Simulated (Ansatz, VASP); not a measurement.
## Ga4AsP3 in VASP and in Ansatz

```xyz
8
Lattice="3.9347 0.0000 0.0000 0.0000 3.9347 0.0000 0.0000 0.0000 11.1296" Properties=species:S:1:pos:R:3 pbc="T T T"
Ga    1.9673    0.0000    9.6601
Ga    0.0000    1.9673    6.9289
Ga    1.9673    0.0000    4.2007
Ga    0.0000    1.9673    1.4695
P     0.0000    0.0000    5.5648
P     1.9673    1.9673    2.8342
P     1.9673    1.9673    8.2954
As    0.0000    0.0000    0.0000
```

Alike in both runs: task relaxation of cell and atoms; functional PBE; k mesh 8 × 8 × 4; occupations gaussian, width 0.02 eV; no spin polarisation.

|  | VASP | Ansatz |
| --- | --- | --- |
| version | VASP 6.6.1 | Ansatz 0.2.0 |
| potentials or method | VASP PAW PBE potentials, release 64 (Ga_d, P, As), cutoff 600 eV | scalar-relativistic, plane waves, PAW |
| valence electrons in the cell | 72 | 82 |

VASP gave:

```
gap on the k mesh at the Fermi level, each at its own relaxed structure (eV) : 1.16
relaxed volume (Å³/atom)                                                     : 21.56
relaxed cell length with the largest relative difference (Å)                 : 11.133
```

Problem. Which values does Ansatz return?

Solution. gap on the k mesh at the Fermi level, each at its own relaxed structure (eV): 1.16; relaxed volume (Å³/atom): 21.54; relaxed cell length with the largest relative difference (Å): 11.130.

VASP's potentials hold 72 valence electrons a cell and Ansatz's 82, so a difference there can come from the potentials and not from the codes.
